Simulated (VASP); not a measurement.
Here is a VASP 6.6.1 calculation.

INCAR

```
SYSTEM = Hf
  PREC = Accurate
  ENCUT = 520
  EDIFF = 1E-7
  ISMEAR = -1
  SIGMA = 0.1
  LREAL = .False.
  LASPH = .True.
  NELM = 80
  ALGO = Normal
  ISIF = 2
  LWAVE = .False.
  LCHARG = .False.
  GGA = RP
  NBANDS = 22
```

The input KPOINTS:

```
Automatic mesh
0
Gamma
  10 10 13
  0 0 0
```

Contents of POSCAR:

```
Hf
1.0
    5.0414183404      0.0000000000      0.0000000000
   -2.5207091702      4.3659963539      0.0000000000
    0.0000000000      0.0000000000      3.1266006267
Hf
3
Direct
    1.0000000000      1.0000000000      0.0000000000
    0.3333333333      0.6666666667      0.5000000000
    0.6666666667      0.3333333333      0.5000000000
```

Potentials or basis: VASP PAW PBE potentials, release 64 (Hf_pv).

Run with:

```sh
$ cat potpaw_PBE.64/Hf_pv/POTCAR > POTCAR
$ mpirun -np 1 vasp_std > vasp.out
```

**Question.** What does it give for the pressure?

**Answer.** -0.4 GPa.

**Question.** Estimate the band gap on the k mesh.

**Answer.** Zero (band 15 reaches 5.02 eV, above the bottom of band 16 at 4.05 eV).

Stress tensor (GPa, compression positive):
```
-0.49  0.00  0.00
 0.00 -0.49  0.00
 0.00  0.00 -0.34
```

Caveat: the PAW data sets were made with another functional, which shifts forces and pressure a little; spin-orbit coupling is left out, which moves the levels of the heavy elements.
